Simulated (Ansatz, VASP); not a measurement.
## One calculation of Si4O, two programs

```
CELL_PARAMETERS angstrom
2.64743 0.00000 0.00000
0.00000 5.88448 0.00000
0.00000 0.00000 5.81650
ATOMIC_POSITIONS crystal
Si 0.50000 0.26023 0.00000
Si 0.50000 0.73977 0.00000
Si 0.00000 0.50000 0.71234
Si 0.00000 0.50000 0.28766
O 0.00000 0.00000 0.00000
```

Alike in both runs: functional PBE; k mesh 14 × 8 × 6; occupations gaussian, width 0.1 eV; no spin polarisation.

Ansatz relaxed the structure, and its values are those at the end. VASP's run is a single point on that final structure, the one shown.

```csv
,VASP,Ansatz
version,VASP 6.6.1,Ansatz 0.2.0
potentials or method,"VASP PAW PBE potentials, release 64 (Si, O), cutoff 520 eV","scalar-relativistic, plane waves, PAW"
valence electrons in the cell,22,22
```

Ansatz gave:

| Property | Result |
| --- | --- |
| gap on the k mesh at the Fermi level (eV) | none |
| pressure (GPa) | 0.0 |
| rms of the force components (eV/Å) | 0.000 |

Which values does VASP return?

gap on the k mesh at the Fermi level (eV): none; pressure (GPa): 0.0; rms of the force components (eV/Å): 0.008.

A gap of «none» marks a metal or a gap that the smearing closes.
